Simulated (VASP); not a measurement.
Crystal: HfN (WC type).

```xyz
2
Lattice="3.0022 0.0000 0.0000 -1.5011 2.6000 0.0000 0.0000 0.0000 2.9422" Properties=species:S:1:pos:R:3 pbc="T T T"
Hf    0.0000    0.0000    0.0000
N     0.0000    1.7333    1.4711
```

| Quantity | Value |
| --- | --- |
| Program | VASP 6.6.1 |
| Task | relaxation of cell and atoms |
| Functional | PBE |
| Potentials or basis | VASP PAW PBE potentials, release 64 (Hf_pv, N) |
| Cutoff | 600 eV |
| k mesh | 16 × 16 × 14 |
| Occupations | fermi-dirac, width 0.1 eV |
| Spin | no spin polarisation |

At the start: pressure 11.0 GPa; volume 11.48 Å³/atom.

Q: How do energy, volume and symmetry change on relaxing?

A: Over 6 steps the energy falls by 40.6 meV/atom and the volume is 12.02 Å³/atom (+4.7 %); space group P-6m2 (No. 187, to 0.1 Å) before and after.

Step by step:
```csv
step,energy change (eV),largest force (eV/Å),pressure (GPa),volume (Å³)
1,0.0000,0.0000,10.99,22.97
2,0.0071,0.0000,-12.67,25.64
3,-0.0787,0.0000,-2.05,24.23
4,-0.0787,0.0000,-1.83,24.21
5,-0.0781,0.0000,2.12,23.86
6,-0.0812,0.0000,0.03,24.04
```

Final structure:
```yaml
crystal:
  lattice:
    - [3.09283, 0.00000, 0.00000]
    - [-1.54641, 2.67847, 0.00000]
    - [0.00000, 0.00000, 2.90212]
  atoms:
    - { symbol: Hf, position: [0.00000, 0.00000, 0.00000] }
    - { symbol: N, position: [0.33333, 0.66667, 0.50000] }
```

Caveat: an odd number of electrons without spin polarisation forces a metal; a magnetic or distorted state may lie lower.
